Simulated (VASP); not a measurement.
# H (Fm-3m) in VASP: a series of runs

The runs below take H through single point, relaxation of cell and atoms, with PBE.

Program: VASP 6.6.1. These are calculated values, not measurements. Logs are shortened: lines on timing, memory, paths and dates and some standing lists are left out, and cuts for length are marked.

### 1 The cell of the first run

Symmetry: Fm-3m, No. 225, cubic system. Conventional cell: a = 2.283 Å, b = 2.283 Å, c = 2.283 Å, α = 90.00°, β = 90.00°, γ = 90.00°. Within 2.1 Å of H (site symmetry m-3m) lie 12 H at 1.61 Å.

### 2 Single point, PBE (atoms taken out, then relaxed in part)

INCAR reads:

```
SYSTEM = H
  ALGO = Normal
  EDIFF = 1E-6
  ENCUT = 520
  GGA = PE
  ISIF = 2
  ISMEAR = 0
  LASPH = .True.
  LCHARG = .False.
  LREAL = .False.
  LWAVE = .False.
  NBANDS = 6
  NELM = 60
  PREC = Accurate
  SIGMA = 0.1
```

KPOINTS reads:

```
k-points
0
Gamma
  26 26 26
  0 0 0
```

POSCAR reads:

```
H
1.0
    0.0000000000      1.1417338486      1.1417338486
    1.1417338486      0.0000000000      1.1417338486
    1.1417338486      1.1417338486      0.0000000000
H
1
Direct
    0.5000000000      0.5000000000      0.5000000000
```

Potentials or basis: VASP PAW PBE potentials, release 64 (H).

Started as:

```sh
> cat potpaw_PBE.64/H/POTCAR > POTCAR
> mpirun -np 1 vasp_std > vasp.out
```

OUTCAR:

```text
SYSTEM = H
   EDIFF = 1E-6
   ENCUT = 520
   GGA = PE
   ISIF = 2
   ISMEAR = 0
   LASPH = .True.
   LREAL = .False.
   NELM = 60
   PREC = Accurate

 ion  position               nearest neighbor table
   1  0.500  0.500  0.500-

  LATTYP: Found a face centered cubic cell.
 ALAT       =     2.2834676972

  Lattice vectors:

 A1 = (   0.0000000000,   1.1417338486,   1.1417338486)
 A2 = (   1.1417338486,   0.0000000000,   1.1417338486)
 A3 = (   1.1417338486,   1.1417338486,   0.0000000000)

Analysis of symmetry for initial positions (statically):
=====================================================================
 Subroutine PRICEL returns:
 Original cell was already a primitive cell.

 Routine SETGRP: Setting up the symmetry group for a
 face centered cubic supercell.

 Subroutine GETGRP returns: Found 48 space group operations
 (whereof 48 operations were pure point group operations)
 out of a pool of 48 trial point group operations.

The static configuration has the point symmetry O_h .

Analysis of symmetry for dynamics (positions and initial velocities):
=====================================================================
 Subroutine PRICEL returns:
 Original cell was already a primitive cell.

 Routine SETGRP: Setting up the symmetry group for a
 face centered cubic supercell.

 Subroutine GETGRP returns: Found 48 space group operations
 (whereof 48 operations were pure point group operations)
 out of a pool of 48 trial point group operations.

The dynamic configuration has the point symmetry O_h .

 Subroutine INISYM returns: Found 48 space group operations
 (whereof 48 operations are pure point group operations),
 and found     1 'primitive' translations

----------------------------------------------------------------------------------------

                                     Primitive cell

  volume of cell :       2.9766

  direct lattice vectors                    reciprocal lattice vectors
     0.000000000  1.141733849  1.141733849    -0.437930434  0.437930434  0.437930434
     1.141733849  0.000000000  1.141733849     0.437930434 -0.437930434  0.437930434
     1.141733849  1.141733849  0.000000000     0.437930434  0.437930434 -0.437930434

  length of vectors
     1.614655493  1.614655493  1.614655493     0.758517762  0.758517762  0.758517762

  position of ions in fractional coordinates (direct lattice)
     0.500000000  0.500000000  0.500000000

  ion indices of the primitive-cell ions
   primitive index   ion index
                 1           1

----------------------------------------------------------------------------------------

 KPOINTS: k-points

Automatic generation of k-mesh.
 Grid dimensions read from file:
 generate k-points for:   26   26   26

 Generating k-lattice:

  Cartesian coordinates                     Fractional coordinates (reciprocal lattice)
    -0.016843478  0.016843478  0.016843478     0.038461538  0.000000000  0.000000000
     0.016843478 -0.016843478  0.016843478     0.000000000  0.038461538  0.000000000
     0.016843478  0.016843478 -0.016843478     0.000000000  0.000000000  0.038461538

  Length of vectors
     0.029173760  0.029173760  0.029173760

  Shift w.r.t. Gamma in fractional coordinates (k-lattice)
     0.000000000  0.000000000  0.000000000

 Subroutine IBZKPT returns following result:
 ===========================================

 Found    511 irreducible k-points:

 Following reciprocal coordinates:
            Coordinates               Weight
  0.000000  0.000000  0.000000      1.000000
  0.038462  0.000000  0.000000      8.000000
  0.076923  0.000000  0.000000      8.000000
  0.115385  0.000000  0.000000      8.000000
  0.153846  0.000000  0.000000      8.000000
  0.192308  0.000000  0.000000      8.000000
[... 16 lines left out ...]
  0.346154  0.038462  0.000000     24.000000
  0.384615  0.038462  0.000000     24.000000
 [... further k-points ...]
   k-points           NKPTS =    511   k-points in BZ     NKDIM =    511   number of bands    NBANDS=      6
   number of dos      NEDOS =    301   number of ions     NIONS =      1
   total plane-waves  NPLWV =   1728
   dimension x,y,z NGX =    12 NGY =   12 NGZ =   12
   dimension x,y,z NGXF=    24 NGYF=   24 NGZF=   24
   ions per type =               1
   NGX,Y,Z   is equivalent  to a cutoff of  12.36, 12.36, 12.36 a.u.
   NGXF,Y,Z  is equivalent  to a cutoff of  24.71, 24.71, 24.71 a.u.
 SYSTEM =  H
   PREC   = accura    normal or accurate (medium, high low for compatibility)
   ISTART =      0    job   : 0-new  1-cont  2-samecut
   ICHARG =      2    charge: 1-file 2-atom 10-const
   ISPIN  =      1    spin polarized calculation?
   LNONCOLLINEAR =      F non collinear calculations
   LSORBIT =      F    spin-orbit coupling
   LASPH  =      T    aspherical Exc in radial PAW
   ENCUT  =  520.0 eV  38.22 Ry    6.18 a.u.   3.00  3.00  3.00*2*pi/ulx,y,z
   NELM   =     60;   NELMIN=  2; NELMDL= -5     # of ELM steps
   EDIFF  = 0.1E-05   stopping-criterion for ELM
   LREAL  =      F    real-space projection
   EDIFFG = 0.1E-04   stopping-criterion for IOM
   NSW    =      0    number of steps for IOM
   IBRION =     -1    ionic relax: 0-MD 1-quasi-New 2-CG
   NFREE  =      0    steps in history (QN), initial steepest desc. (CG)
   ISIF   =      2    stress and relaxation
   ISYM   =      2    0-nonsym 1-usesym 2-fastsym
   POTIM  = 0.5000    time-step for ionic-motion
   TEBEG  =    0.0;   TEEND  =   0.0 temperature during run
   PSTRESS=    0.0 pullay stress
   NELECT =       1.0000    total number of electrons
   NUPDOWN=      -1.0000    fix difference up-down
   EMIN   =  10.00;   EMAX   =-10.00  energy-range for DOS
   EFERMI =   0.00;   METHOD = LEGACY
   ISMEAR =     0;   SIGMA  =   0.10  broadening in eV -4-tet -1-fermi 0-gaus
   EFERMI_NEDOS =   21; number of points for ismear=-14 and -15
   IALGO  =     38    algorithm
   IMIX   =      4    mixing-type and parameters
     AMIX     =   0.40;   BMIX     =  1.00
     AMIX_MAG =   1.60;   BMIX_MAG =  1.00
  volume/ion in A,a.u.               =       2.98        20.09
  Fermi-wavevector in a.u.,A,eV,Ry     =   1.138064  2.150629 17.622120  1.295189
  Thomas-Fermi vector in A             =   2.274769
   LORBIT       =      0    0 simple, 1 ext, 2 COOP (PROOUT), +10 PAW based schemes
   GGA     = PE    functional components
   LHFCALC =     F    Hartree Fock is set to
   AEXX    =    0.0000 exact exchange contribution
   IVDW    =     0    specifies the selected vdW correction
   LEPSILON=     F    determine dielectric tensor
   LRPA    =     F    only Hartree local field effects (RPA)
 non-spin polarized calculation
 Gauss-broadening in eV      SIGMA  =   0.10
  energy-cutoff  :      520.00
  volume of cell :        2.98
 maximum number of plane-waves:        92
   NGX =  5   NGY =  5   NGZ =  5

 number of electron       1.0000000 magnetization

 Free energy of the ion-electron system (eV)
  ---------------------------------------------------
  ext. energy  EPLUGINS =         0.00000000
  ---------------------------------------------------
  free energy    TOTEN  =        -2.14539702 eV

  energy without entropy =       -2.14448574  energy(sigma->0) =       -2.14494138

 E-fermi :   2.9601     XC(G=0): -11.1017

 val. band max:        2.9594647371   @ k =   0.5000   0.1538   0.0385
 cond. band min:       2.9617998829   @ k =   0.4231   0.3462   0.0000
 fundamental gap:      0.0023351458
 Fermi energy:         2.9601277928

 k-point     1 :       0.0000    0.0000    0.0000
  band No.  band energies     occupation
      1     -13.5098      2.00000
      2      58.1763      0.00000
      3      73.6837      0.00000
      4      73.6837      0.00000
      5      73.6837      0.00000
      6      77.0619      0.00000

 k-point     2 :       0.0385    0.0000    0.0000
  band No.  band energies     occupation
      1     -13.3856      2.00000
      2      57.3589      0.00000
      3      70.6965      0.00000
      4      72.7129      0.00000
      5      72.7129      0.00000
      6      76.8641      0.00000

 k-point     3 :       0.0769    0.0000    0.0000
  band No.  band energies     occupation
      1     -13.0132      2.00000
      2      54.9177      0.00000
      3      66.9439      0.00000
      4      71.1314      0.00000
      5      71.1314      0.00000
      6      78.0982      0.00000

 k-point     4 :       0.1154    0.0000    0.0000
  band No.  band energies     occupation
      1     -12.3930      2.00000
      2      51.1328      0.00000
      3      64.2224      0.00000
      4      69.6386      0.00000
      5      69.6386      0.00000
      6      79.9422      0.00000

 k-point     5 :       0.1538    0.0000    0.0000
  band No.  band energies     occupation
      1     -11.5262      2.00000
      2      46.6077      0.00000
      3      62.3127      0.00000
      4      68.3490      0.00000
      5      68.3490      0.00000
      6      81.8103      0.00000

 k-point     6 :       0.1923    0.0000    0.0000
  band No.  band energies     occupation
      1     -10.4149      2.00000
      2      41.8272      0.00000
      3      60.8912      0.00000
      4      67.2873      0.00000
      5      67.2873      0.00000
      6      82.2218      0.00000

 k-point     7 :       0.2308    0.0000    0.0000
  band No.  band energies     occupation
      1      -9.0618      2.00000
      2      37.0590      0.00000
      3      59.7900      0.00000
      4      66.4641      0.00000
      5      66.4641      0.00000
      6      80.6032      0.00000

 k-point     8 :       0.2692    0.0000    0.0000
  band No.  band energies     occupation
      1      -7.4717      2.00000
      2      32.4213      0.00000
      3      58.9321      0.00000
      4      65.8801      0.00000
      5      65.8801      0.00000
      6      78.5052      0.00000

 k-point     9 :       0.3077    0.0000    0.0000
  band No.  band energies     occupation
      1      -5.6545      2.00000
      2      27.9802      0.00000
      3      58.2748      0.00000
      4      65.5304      0.00000
      5      65.5305      0.00000
      6      76.5207      0.00000

 k-point    10 :       0.3462    0.0000    0.0000
  band No.  band energies     occupation
      1      -3.6265      2.00000
      2      23.7827      0.00000
      3      57.7902      0.00000
      4      65.4065      0.00000
      5      65.4065      0.00000
      6      74.8012      0.00000

 k-point    11 :       0.3846    0.0000    0.0000
  band No.  band energies     occupation
      1      -1.4241      2.00000
      2      19.8813      0.00000
      3      57.4524      0.00000
      4      65.4877      0.00000
      5      65.4877      0.00000
      6      73.3962      0.00000

 k-point    12 :       0.4231    0.0000    0.0000
  band No.  band energies     occupation
      1       0.8616      2.00000
      2      16.3748      0.00000
      3      57.2353      0.00000
      4      65.7277      0.00000
      5      65.7278      0.00000
      6      71.8862      0.00000

 k-point    13 :       0.4615    0.0000    0.0000
  band No.  band energies     occupation
      1       2.9495      1.11900
      2      13.5543      0.00000
      3      57.1167      0.00000
      4      66.0206      0.00000
      5      66.0206      0.00000
      6      70.8310      0.00000

 k-point    14 :       0.5000    0.0000    0.0000
  band No.  band energies     occupation
      1       3.9556      0.00000
      2      12.3035      0.00000
      3      57.0793      0.00000
      4      66.1651      0.00000
      5      66.1651      0.00000
      6      70.4322      0.00000

 k-point    15 :       0.0385    0.0385    0.0000
  band No.  band energies     occupation
      1     -13.3442      2.00000
      2      57.1731      0.00000
      3      70.8137      0.00000
      4      70.8137      0.00000
      5      73.4194      0.00000
      6      74.9492      0.00000

 k-point    16 :       0.0769    0.0385    0.0000
  band No.  band energies     occupation
      1     -13.0544      2.00000
      2      55.4755      0.00000
      3      67.2905      0.00000
      4      68.9967      0.00000
      5      73.6262      0.00000
      6      75.3042      0.00000

 k-point    17 :       0.1154    0.0385    0.0000
  band No.  band energies     occupation
      1     -12.5169      2.00000
      2      52.3149      0.00000
      3      64.0001      0.00000
      4      67.3794      0.00000
      5      73.8292      0.00000
      6      76.0187      0.00000

 k-point    18 :       0.1538    0.0385    0.0000
  band No.  band energies     occupation
      1     -11.7322      2.00000
      2      48.1202      0.00000
      3      61.6969      0.00000
      4      65.9944      0.00000
      5      72.8345      0.00000
      6      78.0235      0.00000

 k-point    19 :       0.1923    0.0385    0.0000
  band No.  band energies     occupation
      1     -10.7024      2.00000
      2      43.4583      0.00000
      3      60.0537      0.00000
      4      64.8500      0.00000
      5      71.8030      0.00000
      6      78.9429      0.00000

 k-point    20 :       0.2308    0.0385    0.0000
  band No.  band energies     occupation
      1      -9.4296      2.00000
      2      38.7029      0.00000
      3      58.8181      0.00000
      4      63.9525      0.00000
      5      70.9154      0.00000
      6      77.0762      0.00000

 k-point    21 :       0.2692    0.0385    0.0000
  band No.  band energies     occupation
      1      -7.9181      2.00000
      2      34.0306      0.00000
      3      57.8680      0.00000
      4      63.3032      0.00000
      5      70.2095      0.00000
      6      74.6498      0.00000

 k-point    22 :       0.3077    0.0385    0.0000
  band No.  band energies     occupation
      1      -6.1758      2.00000
      2      29.5286      0.00000
      3      57.1406      0.00000
      4      62.9010      0.00000
      5      69.6900      0.00000
      6      72.3657      0.00000

 k-point    23 :       0.3462    0.0385    0.0000
  band No.  band energies     occupation
      1      -4.2160      2.00000
      2      25.2512      0.00000
      3      56.5968      0.00000
      4      62.7451      0.00000
      5      69.3434      0.00000
      6      70.3422      0.00000

 k-point    24 :       0.3846    0.0385    0.0000
  band No.  band energies     occupation
      1      -2.0664      2.00000
      2      21.2480      0.00000
      3      56.2020      0.00000
      4      62.8326      0.00000
      5      68.6130      0.00000
      6      69.1483      0.00000

 [... further k-points ...]
[... 5 lines left out ...]
  --------------------------------------------------------------------------------------
  -------------------------------------------------------------------------------------
  Total       -0.0150523     -0.0150523     -0.0150523      0.0000000     -0.0000000     -0.0000000
  in kB       -8.1019226     -8.1019226     -8.1019226      0.0000000     -0.0000000     -0.0000000
  external PRESSURE =      -8.1019226 kB  Pullay stress =       0.0000000 kB

 VOLUME and BASIS-vectors are now :
 -----------------------------------------------------------------------------
  energy-cutoff  :      520.00
  volume of cell :        2.98
      direct lattice vectors                 reciprocal lattice vectors
     0.000000000  1.141733849  1.141733849    -0.437930434  0.437930434  0.437930434
     1.141733849  0.000000000  1.141733849     0.437930434 -0.437930434  0.437930434
     1.141733849  1.141733849  0.000000000     0.437930434  0.437930434 -0.437930434

 POSITION                                       TOTAL-FORCE (eV/Angst)
 -----------------------------------------------------------------------------------
      1.14173      1.14173      1.14173        -0.000000      0.000000      0.000000
 -----------------------------------------------------------------------------------
    total drift:                                0.000000      0.000000      0.000000

  FREE ENERGIE OF THE ION-ELECTRON SYSTEM (eV)
  ---------------------------------------------------
  free  energy   TOTEN  =        -2.1453970180 eV

  energy  without entropy=       -2.1444857441  energy(sigma->0) =       -2.14494138
```

It took 7.5 s on 1 thread of Intel Xeon 8259CL, shared host; peak memory 0.11 GiB.

What came out:

```
Free energy            : -2.1454 eV
Pressure               : -0.8 GPa
Band gap on the k mesh : zero (an odd number of electrons rules out a gap without spin polarisation)
```

Levels at points of the mesh, in eV from the Fermi level:
```csv
k point,band 1,band 2
"(0.00, 0.00, 0.00)",-16.47,55.22
"(0.50, 0.00, 0.00)",1.00,9.34
"(0.50, 0.50, 0.00)",7.37,15.89
```

Caveat: the cell differs from its parent crystal (atoms taken out, then relaxed in part); the atoms stand far beyond bonding distance, and open shells without spin polarisation read as a metal.

### 3 Relaxation of cell and atoms, PBE (atoms taken out)

INCAR reads:

```
SYSTEM = H
PREC     = Accurate       ! precision mode
ENCUT    = 600            ! plane-wave cutoff, eV
EDIFF    = 1E-6           ! SCF threshold, eV
ISMEAR   = 0              ! smearing method
SIGMA    = 0.1            ! smearing width, eV
LREAL    = .FALSE.        ! projectors in reciprocal space
LASPH    = .TRUE.         ! aspherical terms in the spheres
NELM     = 100            ! most SCF steps
ALGO     = Normal         ! electronic algorithm
ISIF     = 3              ! what is computed and relaxed
LWAVE    = .FALSE.        ! write WAVECAR
LCHARG   = .FALSE.        ! write CHGCAR
GGA      = PE             ! functional
IBRION   = 2              ! ionic algorithm
NSW      = 90             ! ionic steps
EDIFFG   = -0.025         ! ionic threshold
```

KPOINTS reads:

```
Automatic mesh
0
G
  26 26 26
  0 0 0
```

POSCAR is that of step 2.

Potentials or basis: VASP PAW PBE potentials, release 64 (H).

Started as:

```sh
> cat potpaw_PBE.64/H/POTCAR > POTCAR
> mpirun -np 1 vasp_std > vasp.out
```

It took 5.6 s on 1 thread of Intel Xeon 8259CL, shared host; peak memory 0.11 GiB.

The run converged. Its results:

- Free energy: -2.1453 eV
- Pressure after relaxing: -0.5 GPa
- Band gap on the k mesh: zero (an odd number of electrons rules out a gap without spin polarisation)

Final structure:
```
H
1.0
     0.00000    1.14173    1.14173
     1.14173    0.00000    1.14173
     1.14173    1.14173    0.00000
H
1
Cartesian
  1.1417 1.1417 1.1417
```

Levels at points of the mesh, in eV from the Fermi level:
| k point | band 1 | band 2 |
| --- | --- | --- |
| (0.00, 0.00, 0.00) | -16.47 | 55.20 |
| (0.50, 0.00, 0.00) | 0.99 | 9.34 |
| (0.50, 0.50, 0.00) | 7.37 | 15.89 |

Caveat: the cell differs from its parent crystal (atoms taken out); the atoms stand far beyond bonding distance, and open shells without spin polarisation read as a metal.
